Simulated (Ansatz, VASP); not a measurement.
## One calculation of Zr, two programs

```xyz
2
Lattice="3.1883 0.0000 0.0000 -1.5942 2.7612 0.0000 0.0000 0.0000 5.0774" Properties=species:S:1:pos:R:3 pbc="T T T"
Zr    0.0000    1.8408    1.2694
Zr    1.5942    0.9204    3.8081
```

Change from the starting cell: volume scaled by 0.96, crystal datasets.

Alike in both runs: task electric field gradients; functional LDA; k mesh 13 × 13 × 7; occupations fermi-dirac, width 0.03 eV; no spin polarisation.

|  | VASP | Ansatz |
| --- | --- | --- |
| version | VASP 6.6.1 | Ansatz 0.2.0 |
| potentials or method | VASP PAW LDA potentials, release 64 (Zr_sv), cutoff 520 eV | all-electron PAW with datasets made for the crystal, scalar-relativistic |

```tsv
	VASP	Ansatz	Ansatz less VASP
pressure (GPa)	-2.4	-2.4	-0.07
traceless stress, the component that is largest in VASP (GPa)	0.70	0.68	-0.017
size of Vzz on the site where it differs most (V/Å²)	47.2	47.3	+0.11
```

LDA's correlation is that of Perdew and Zunger in VASP and of Perdew and Wang (1992) in Ansatz. Ansatz ran all-electron here, and VASP with PAW potentials.
